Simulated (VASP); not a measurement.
# MgTl2GaC6N6: single point with PBE

The system is MgTl2GaC6N6.

```xyz
16
Lattice="0.0000 5.5034 5.5034 5.5034 0.0000 5.5034 5.5034 5.5034 0.0000" Properties=species:S:1:pos:R:3 pbc="T T T"
Mg    0.0000    0.0000    0.0000
Tl    2.7517    2.7517    2.7517
Tl    8.2551    8.2551    8.2551
Ga    5.5034    5.5034    5.5034
C     2.2942    5.5034    5.5034
C     5.5034    2.2942    5.5034
C     5.5034    5.5034    2.2942
C     8.7126    5.5034    5.5034
C     5.5034    8.7126    5.5034
C     5.5034    5.5034    8.7126
N     3.4653    5.5034    5.5034
N     5.5034    3.4653    5.5034
N     5.5034    5.5034    3.4653
N     7.5415    5.5034    5.5034
N     5.5034    7.5415    5.5034
N     5.5034    5.5034    7.5415
```

```
Program             : VASP 6.6.1
Task                : single point
Functional          : PBE
Potentials or basis : VASP PAW PBE potentials, release 64 (Mg, Tl_d, Ga_d, C, N)
Cutoff              : 520 eV
k mesh              : 6 × 6 × 6
Occupations         : gaussian, width 0.1 eV
Spin                : no spin polarisation
```

The pressure is 0.3 GPa and the largest force is 0.397 eV/Å.

Forces in eV/Å, atoms in the order of the input:
```
Mg   0.000  0.000  0.000
Tl   0.000  0.000  0.000
Tl   0.000  0.000  0.000
Ga   0.000  0.000  0.000
C   -0.397  0.000  0.000
C    0.000 -0.397  0.000
C    0.000  0.000 -0.397
C    0.397  0.000  0.000
C    0.000  0.397  0.000
C    0.000  0.000  0.397
N    0.376  0.000  0.000
N    0.000  0.376  0.000
N    0.000  0.000  0.376
N   -0.376  0.000  0.000
N    0.000 -0.376  0.000
N    0.000  0.000 -0.376
```

Levels at points of the mesh, in eV from the Fermi level:
| k point | band 44 | band 45 | band 46 | band 47 | band 48 | band 49 | band 50 | band 51 |
| --- | --- | --- | --- | --- | --- | --- | --- | --- |
| (0.00, 0.00, 0.00) | -5.62 | -5.62 | -4.60 | -4.60 | -0.05 | -0.05 | -0.05 | 0.95 |
| (0.50, 0.00, 0.00) | -5.18 | -5.18 | -4.91 | -4.91 | 0.14 | 0.25 | 0.32 | 0.32 |
| (0.50, 0.50, 0.00) | -5.49 | -5.27 | -5.18 | -4.59 | -0.16 | 0.21 | 0.21 | 0.54 |

It took 12 min on 1 thread of Intel(R) Xeon(R) Platinum 8488C (Sapphire Rapids) (shared host), peak memory 0.62 GiB.

Caveat: spin-orbit coupling is left out, which moves the levels of the heavy elements.
